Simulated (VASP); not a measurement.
A run of VASP 6.6.1 is set up as follows.

INCAR

```
SYSTEM = In
PREC = Accurate ; ENCUT = 600
EDIFF = 1E-6 ; ISMEAR = -1
SIGMA = 0.08 ; LREAL = .FALSE.
LASPH = .TRUE. ; NELM = 80
ALGO = Normal ; ISIF = 3
LWAVE = .FALSE. ; LCHARG = .FALSE.
GGA = PE ; IBRION = 2
NSW = 60 ; EDIFFG = -0.005
```

KPOINTS

```
Automatic mesh
0
G
  13 13 7
  0 0 0
```

POSCAR

```
In
1.0
    3.3976968081      0.0000000000      0.0000000000
   -1.6988484040      2.9424917501      0.0000000000
    0.0000000000      0.0000000000      5.5042688291
In
2
Direct
    0.3333333333      0.6666666667      0.2500000000
    0.6666666667      0.3333333333      0.7500000000
```

Potentials or basis: VASP PAW PBE potentials, release 64 (In_d).

Run with:

```sh
$ cat potpaw_PBE.64/In_d/POTCAR > POTCAR
$ mpirun -np 1 vasp_std > vasp.out
```

(1) Predict the relaxed cell.

(2) What does it give for the relaxed volume?

(3) Estimate the space group after relaxing (to 0.1 Å).

Results:

(1) a = 3.442 Å, b = 3.442 Å, c = 5.415 Å, α = 90.00°, β = 90.00°, γ = 120.00°.

(2) 27.78 Å³/atom.

(3) P6_3/mmc (No. 194).
